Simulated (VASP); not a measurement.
Input of a VASP 6.6.1 run:

The input INCAR:

```
SYSTEM = KBr
PREC     = Accurate       ! precision mode
ENCUT    = 520            ! plane-wave cutoff, eV
EDIFF    = 1E-7           ! SCF threshold, eV
ISMEAR   = -1             ! smearing method
SIGMA    = 0.02           ! smearing width, eV
LREAL    = .FALSE.        ! projectors in reciprocal space
LASPH    = .TRUE.         ! aspherical terms in the spheres
NELM     = 80             ! most SCF steps
ALGO     = Normal         ! electronic algorithm
ISIF     = 2              ! what is computed and relaxed
LWAVE    = .FALSE.        ! write WAVECAR
LCHARG   = .FALSE.        ! write CHGCAR
GGA      = CA             ! functional
NBANDS   = 24             ! bands
```

File KPOINTS:

```
Automatic mesh
0
G
  6 6 4
  0 0 0
```

POSCAR

```
KBr
1.0
    4.3908157731      0.0000000000      0.0000000000
   -2.1954078866      3.8025580028      0.0000000000
    0.0000000000      0.0000000000      7.7631468297
K Br
2 2
Direct
    0.0000000000      0.0000000000      0.0000000000
    0.0000000000      0.0000000000      0.5000000000
    0.3333333333      0.6666666667      0.2500000000
    0.6666666667      0.3333333333      0.7500000000
```

Potentials or basis: VASP PAW LDA potentials, release 64 (K_sv, Br).

Run with:

```bash
$ cat potpaw_LDA.64/K_sv/POTCAR potpaw_LDA.64/Br/POTCAR > POTCAR
$ mpirun -np 1 vasp_std > vasp.out
```

**Question.** Estimate the band gap on the k mesh.

**Answer.** 4.23 eV, direct.

**Question.** Predict the pressure.

**Answer.** 0.1 GPa.

A k mesh can miss the band edges. LDA gaps usually lie below the measured ones, often by a third to a half.
